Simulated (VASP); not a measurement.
# SrO (P4/nmm) in VASP: further runs

Runs on SrO. Level: PBEsol. Tasks: single point.

Everything below comes from runs of VASP 6.6.1. Logs are shortened: lines on timing, memory, paths and dates and some standing lists are left out, and cuts for length are marked.

### Step 1. The cell of the first run

The structure is tetragonal, space group P4/nmm (No. 129). The conventional cell has a = 4.355 Å, b = 4.355 Å, c = 3.330 Å, α = 90.00°, β = 90.00°, γ = 90.00°. Sr (site symmetry 4mm) has 8 O at 2.42 to 3.15 Å within 3.2 Å. Within 3.2 Å of O (site symmetry -4m2) lie 8 Sr at 2.42 to 3.15 Å and 4 O at 3.08 Å.

### Step 2. Single point, PBEsol (volume scaled by 0.960)

Input file INCAR:

```
SYSTEM = SrO
ALGO = Normal ; EDIFF = 1E-6
ENCUT = 520 ; GGA = PS
ISIF = 2 ; ISMEAR = 0
LASPH = .True. ; LCHARG = .False.
LREAL = .False. ; LWAVE = .False.
NBANDS = 24 ; NELM = 60
PREC = Accurate ; SIGMA = 0.05
```

Input file KPOINTS:

```
k-points
0
Gamma
  8 8 10
  0 0 0
```

Input file POSCAR:

```
SrO
1.0
    4.3552935363      0.0000000000      0.0000000000
    0.0000000000      4.3552935363      0.0000000000
    0.0000000000      0.0000000000      3.3297523946
Sr O
2 2
Direct
    0.5000000000      0.0000000000      0.3152586956
    0.0000000000      0.5000000000      0.6847413044
    0.0000000000      0.0000000000      0.0000000000
    0.5000000000      0.5000000000      0.0000000000
```

Potentials or basis: VASP PAW PBE potentials, release 64 (Sr_sv, O).

On the command line:

```
> cat potpaw_PBE.64/Sr_sv/POTCAR potpaw_PBE.64/O/POTCAR > POTCAR
> mpirun -np 1 vasp_std > vasp.out
```

OUTCAR:

```text
SYSTEM = SrO
   EDIFF = 1E-6
   ENCUT = 520
   GGA = PS
   ISIF = 2
   ISMEAR = 0
   LASPH = .True.
   LREAL = .False.
   NELM = 60
   PREC = Accurate

 ion  position               nearest neighbor table
   1  0.500  0.000  0.315-   3 2.42   4 2.42   4 2.42   3 2.42   4 3.15   3 3.15   3 3.15   4 3.15
                             2 3.32   2 3.32   2 3.32   2 3.32   2 3.73   2 3.73   2 3.73   2 3.73
   2  0.000  0.500  0.685-   3 2.42   4 2.42   3 2.42   4 2.42   3 3.15   3 3.15   4 3.15   4 3.15
                             1 3.32   1 3.32   1 3.32   1 3.32   1 3.73   1 3.73   1 3.73   1 3.73
   3  0.000  0.000  0.000-   1 2.42   2 2.42   2 2.42   1 2.42   2 3.15   2 3.15   1 3.15   1 3.15

   4  0.500  0.500  0.000-   1 2.42   2 2.42   1 2.42   2 2.42   2 3.15   1 3.15   2 3.15   1 3.15

  LATTYP: Found a simple tetragonal cell.
 ALAT       =     4.3552935363
 C/A-ratio  =     0.7645299603

  Lattice vectors:

 A1 = (   4.3552935363,   0.0000000000,   0.0000000000)
 A2 = (   0.0000000000,   4.3552935363,   0.0000000000)
 A3 = (   0.0000000000,   0.0000000000,   3.3297523946)

Analysis of symmetry for initial positions (statically):
=====================================================================
 Subroutine PRICEL returns:
 Original cell was already a primitive cell.

 Routine SETGRP: Setting up the symmetry group for a
 simple tetragonal supercell.

 Subroutine GETGRP returns: Found 16 space group operations
 (whereof  8 operations were pure point group operations)
 out of a pool of 16 trial point group operations.

The static configuration has the point symmetry D_2d.
 The point group associated with its full space group is D_4h.

Analysis of symmetry for dynamics (positions and initial velocities):
=====================================================================
 Subroutine PRICEL returns:
 Original cell was already a primitive cell.

 Routine SETGRP: Setting up the symmetry group for a
 simple tetragonal supercell.

 Subroutine GETGRP returns: Found 16 space group operations
 (whereof  8 operations were pure point group operations)
 out of a pool of 16 trial point group operations.

The dynamic configuration has the point symmetry D_2d.
 The point group associated with its full space group is D_4h.

 Subroutine INISYM returns: Found 16 space group operations
 (whereof  8 operations are pure point group operations),
 and found     1 'primitive' translations

----------------------------------------------------------------------------------------

                                     Primitive cell

  volume of cell :      63.1607

  direct lattice vectors                    reciprocal lattice vectors
     4.355293536  0.000000000  0.000000000     0.229605649  0.000000000  0.000000000
     0.000000000  4.355293536  0.000000000     0.000000000  0.229605649  0.000000000
     0.000000000  0.000000000  3.329752395     0.000000000  0.000000000  0.300322631

  length of vectors
     4.355293536  4.355293536  3.329752395     0.229605649  0.229605649  0.300322631

  position of ions in fractional coordinates (direct lattice)
     0.500000000  0.000000000  0.315258696
     0.000000000  0.500000000  0.684741304
     0.000000000  0.000000000  0.000000000
     0.500000000  0.500000000  0.000000000

  ion indices of the primitive-cell ions
   primitive index   ion index
                 1           1
                 2           2
                 3           3
                 4           4

----------------------------------------------------------------------------------------

 KPOINTS: k-points

Automatic generation of k-mesh.
 Grid dimensions read from file:
 generate k-points for:    8    8   10

 Generating k-lattice:

  Cartesian coordinates                     Fractional coordinates (reciprocal lattice)
     0.028700706  0.000000000  0.000000000     0.125000000  0.000000000  0.000000000
     0.000000000  0.028700706  0.000000000     0.000000000  0.125000000  0.000000000
     0.000000000  0.000000000  0.030032263     0.000000000  0.000000000  0.100000000

  Length of vectors
     0.028700706  0.028700706  0.030032263

  Shift w.r.t. Gamma in fractional coordinates (k-lattice)
     0.000000000  0.000000000  0.000000000

 Subroutine IBZKPT returns following result:
 ===========================================

 Found     90 irreducible k-points:

 Following reciprocal coordinates:
            Coordinates               Weight
  0.000000  0.000000  0.000000      1.000000
  0.125000  0.000000  0.000000      4.000000
  0.250000  0.000000  0.000000      4.000000
  0.375000  0.000000  0.000000      4.000000
  0.500000  0.000000  0.000000      2.000000
  0.125000  0.125000  0.000000      4.000000
[... 16 lines left out ...]
  0.375000  0.125000  0.100000     16.000000
  0.500000  0.125000  0.100000      8.000000
 [... further k-points ...]
   k-points           NKPTS =     90   k-points in BZ     NKDIM =     90   number of bands    NBANDS=     24
   number of dos      NEDOS =    301   number of ions     NIONS =      4
   total plane-waves  NPLWV =  28672
   dimension x,y,z NGX =    32 NGY =   32 NGZ =   28
   dimension x,y,z NGXF=    64 NGYF=   64 NGZF=   56
   ions per type =               2   2
   NGX,Y,Z   is equivalent  to a cutoff of  12.21, 12.21, 13.98 a.u.
   NGXF,Y,Z  is equivalent  to a cutoff of  24.43, 24.43, 27.96 a.u.
 SYSTEM =  SrO
   PREC   = accura    normal or accurate (medium, high low for compatibility)
   ISTART =      0    job   : 0-new  1-cont  2-samecut
   ICHARG =      2    charge: 1-file 2-atom 10-const
   ISPIN  =      1    spin polarized calculation?
   LNONCOLLINEAR =      F non collinear calculations
   LSORBIT =      F    spin-orbit coupling
   LASPH  =      T    aspherical Exc in radial PAW
   ENCUT  =  520.0 eV  38.22 Ry    6.18 a.u.   8.10  8.10  6.19*2*pi/ulx,y,z
   NELM   =     60;   NELMIN=  2; NELMDL= -5     # of ELM steps
   EDIFF  = 0.1E-05   stopping-criterion for ELM
   LREAL  =      F    real-space projection
   EDIFFG = 0.1E-04   stopping-criterion for IOM
   NSW    =      0    number of steps for IOM
   IBRION =     -1    ionic relax: 0-MD 1-quasi-New 2-CG
   NFREE  =      0    steps in history (QN), initial steepest desc. (CG)
   ISIF   =      2    stress and relaxation
   ISYM   =      2    0-nonsym 1-usesym 2-fastsym
   POTIM  = 0.5000    time-step for ionic-motion
   TEBEG  =    0.0;   TEEND  =   0.0 temperature during run
   PSTRESS=    0.0 pullay stress
   NELECT =      32.0000    total number of electrons
   NUPDOWN=      -1.0000    fix difference up-down
   EMIN   =  10.00;   EMAX   =-10.00  energy-range for DOS
   EFERMI =   0.00;   METHOD = LEGACY
   ISMEAR =     0;   SIGMA  =   0.05  broadening in eV -4-tet -1-fermi 0-gaus
   EFERMI_NEDOS =   21; number of points for ismear=-14 and -15
   IALGO  =     38    algorithm
   IMIX   =      4    mixing-type and parameters
     AMIX     =   0.40;   BMIX     =  1.00
     AMIX_MAG =   1.60;   BMIX_MAG =  1.00
  volume/ion in A,a.u.               =      15.79       106.56
  Fermi-wavevector in a.u.,A,eV,Ry     =   1.305096  2.466274 23.174481  1.703276
  Thomas-Fermi vector in A             =   2.435988
   LORBIT       =      0    0 simple, 1 ext, 2 COOP (PROOUT), +10 PAW based schemes
   GGA     = PS    functional components
   LHFCALC =     F    Hartree Fock is set to
   AEXX    =    0.0000 exact exchange contribution
   IVDW    =     0    specifies the selected vdW correction
   LEPSILON=     F    determine dielectric tensor
   LRPA    =     F    only Hartree local field effects (RPA)
 non-spin polarized calculation
 Gauss-broadening in eV      SIGMA  =   0.05
  energy-cutoff  :      520.00
  volume of cell :       63.16
 maximum number of plane-waves:      1728
   NGX = 17   NGY = 17   NGZ = 13

 number of electron      31.9999997 magnetization

 Free energy of the ion-electron system (eV)
  ---------------------------------------------------
  ext. energy  EPLUGINS =         0.00000000
  ---------------------------------------------------
  free energy    TOTEN  =       -24.17940536 eV

  energy without entropy =      -24.17940536  energy(sigma->0) =      -24.17940536

 E-fermi :   2.6144     XC(G=0): -10.6849

 val. band max:        2.3368265726   @ k =   0.1250   0.1250   0.0000
 cond. band min:       5.8444463754   @ k =   0.0000   0.0000   0.0000
 fundamental gap:      3.5076198028
 Fermi energy:         2.6143967447

 k-point     1 :       0.0000    0.0000    0.0000
  band No.  band energies     occupation
      1     -30.5427      2.00000
      2     -30.2337      2.00000
      3     -13.6950      2.00000
      4     -13.0902      2.00000
      5     -13.0902      2.00000
      6     -12.9354      2.00000
[... 16 lines left out ...]
     23      10.5511      0.00000
     24      11.9913      0.00000

 k-point     2 :       0.1250    0.0000    0.0000
  band No.  band energies     occupation
      1     -30.5299      2.00000
      2     -30.2443      2.00000
      3     -13.7837      2.00000
      4     -13.5761      2.00000
      5     -13.0532      2.00000
      6     -12.3838      2.00000
[... 16 lines left out ...]
     23      10.6045      0.00000
     24      12.0374      0.00000

 k-point     3 :       0.2500    0.0000    0.0000
  band No.  band energies     occupation
      1     -30.4939      2.00000
      2     -30.2751      2.00000
      3     -13.9959      2.00000
      4     -13.9951      2.00000
      5     -12.9469      2.00000
      6     -12.3139      2.00000
[... 16 lines left out ...]
     23      10.8426      0.00000
     24      12.1897      0.00000
[... 514 lines left out ...]
 k-point    23 :       0.3750    0.1250    0.1000
  band No.  band energies     occupation
      1     -30.4229      2.00000
      2     -30.3174      2.00000
      3     -14.3745      2.00000
      4     -14.3298      2.00000
      5     -12.6410      2.00000
      6     -12.3844      2.00000
[... 16 lines left out ...]
     23      11.2650      0.00000
     24      12.3138      0.00000

 k-point    24 :       0.5000    0.1250    0.1000
  band No.  band energies     occupation
      1     -30.3690      2.00000
      2     -30.3690      2.00000
      3     -14.4290      2.00000
      4     -14.4290      2.00000
      5     -12.4827      2.00000
      6     -12.4827      2.00000
[... 16 lines left out ...]
     23      12.1570      0.00000
     24      12.1570      0.00000

 [... further k-points ...]
[... 5 lines left out ...]
  --------------------------------------------------------------------------------------
  -------------------------------------------------------------------------------------
  Total        1.0541926      1.0541926      0.8932235      0.0000000      0.0000000      0.0000000
  in kB       26.7413747     26.7413747     22.6581233      0.0000000      0.0000000      0.0000000
  external PRESSURE =      25.3802909 kB  Pullay stress =       0.0000000 kB

 VOLUME and BASIS-vectors are now :
 -----------------------------------------------------------------------------
  energy-cutoff  :      520.00
  volume of cell :       63.16
      direct lattice vectors                 reciprocal lattice vectors
     4.355293536  0.000000000  0.000000000     0.229605649  0.000000000  0.000000000
     0.000000000  4.355293536  0.000000000     0.000000000  0.229605649  0.000000000
     0.000000000  0.000000000  3.329752395     0.000000000  0.000000000  0.300322631

 POSITION                                       TOTAL-FORCE (eV/Angst)
 -----------------------------------------------------------------------------------
      2.17765      0.00000      1.04973         0.000000      0.000000      0.077624
      0.00000      2.17765      2.28002        -0.000000      0.000000     -0.077624
      0.00000      0.00000      0.00000        -0.000000      0.000000      0.000000
      2.17765      2.17765      0.00000         0.000000     -0.000000      0.000000
 -----------------------------------------------------------------------------------
    total drift:                                0.000000     -0.000000     -0.000000

  FREE ENERGIE OF THE ION-ELECTRON SYSTEM (eV)
  ---------------------------------------------------
  free  energy   TOTEN  =       -24.1794053643 eV

  energy  without entropy=      -24.1794053643  energy(sigma->0) =      -24.17940536
```

It took 40 s on 1 thread of Intel Xeon 6975P-C (Granite Rapids), shared host; peak memory 0.25 GiB.

What came out:

```yaml
Free_energy: -24.1794 eV
Pressure: 2.5 GPa
Largest_force: 0.078 eV/Å
Band_gap_on_the_k_mesh: 3.51 eV, indirect (least direct gap 3.56 eV)
```

Forces in eV/Å, atoms in the order of the input:
```
Sr   0.000  0.000  0.078
Sr   0.000  0.000 -0.078
O    0.000  0.000  0.000
O    0.000  0.000  0.000
```

Stress tensor (GPa, compression positive):
```
2.67 0.00 0.00
0.00 2.67 0.00
0.00 0.00 2.27
```

Caveat: the PAW data sets were made with another functional, which shifts forces and pressure a little.

(Continued in part 2 of 2.)
